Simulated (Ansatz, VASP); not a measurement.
## GaSi2S2 in VASP and in Ansatz

```
Ga Si S
1.0
     4.16618    0.00000    0.00000
    -2.08309    3.60802    0.00000
     0.00000    0.00000    8.73180
Ga Si S
1 2 2
Cartesian
  0.0000 0.0000 0.0000
  0.0000 2.4053 7.5260
  0.0000 2.4053 1.2058
  2.0831 1.2027 6.9257
  2.0831 1.2027 1.8061
```

Alike in both runs: functional PBE; k mesh 5 × 5 × 2; occupations gaussian, width 0.2 eV; no spin polarisation.

Ansatz relaxed the structure, and its values are those at the end. VASP's run is a single point on that final structure, the one shown.

```csv
,VASP,Ansatz
version,VASP 6.6.1,Ansatz 0.2.0
potentials or method,"VASP PAW PBE potentials, release 64 (Ga_d, Si, S), cutoff 500 eV","scalar-relativistic, plane waves, PAW"
valence electrons in the cell,33,33
```

```csv
,VASP,Ansatz,Ansatz less VASP
gap on the k mesh at the Fermi level (eV),none,none,-
pressure (GPa),0.0,0.0,+0.02
rms of the force components (eV/Å),0.020,0.020,0.0000
```

A gap of «none» marks a metal or a gap that the smearing closes. With one functional, cell and mesh, what is left measures potentials, basis and numerics.
